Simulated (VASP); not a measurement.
Na2S:

```
S Na
1.0
     0.00000    3.25543    3.25543
     3.25543    0.00000    3.25543
     3.25543    3.25543    0.00000
S Na
1 2
Direct
  0.00000 0.00000 0.00000
  0.25000 0.25000 0.25000
  0.75000 0.75000 0.75000
```

Base run:

| Item | Value |
| --- | --- |
| Program | VASP 6.6.1 |
| Functional | PBEsol |
| Potentials or basis | VASP PAW PBE potentials, release 64 (S, Na_pv) |
| Cutoff | 500 eV |
| k mesh | 4 × 4 × 4 |
| Occupations | gaussian, width 0.01 eV |
| Spin | no spin polarisation |

Its results: band gap on the k mesh 2.41 eV, direct; pressure -0.1 GPa.

Problem. The run is repeated on the same cell with these changes: k mesh from 4 × 4 × 4 to 6 × 6 × 6, shifted; further incar settings from ALGO = Normal; EDIFF = 1e-06; NBANDS = 17 to ALGO = Normal; EDIFF = 1e-06; NBANDS = 17; ISYM = 0. What comes out?

Solution. Band gap on the k mesh 2.66 eV, direct; pressure 0.0 GPa.

Caveats: the PAW data sets were made with another functional, which shifts forces and pressure a little.

A k mesh can miss the band edges.
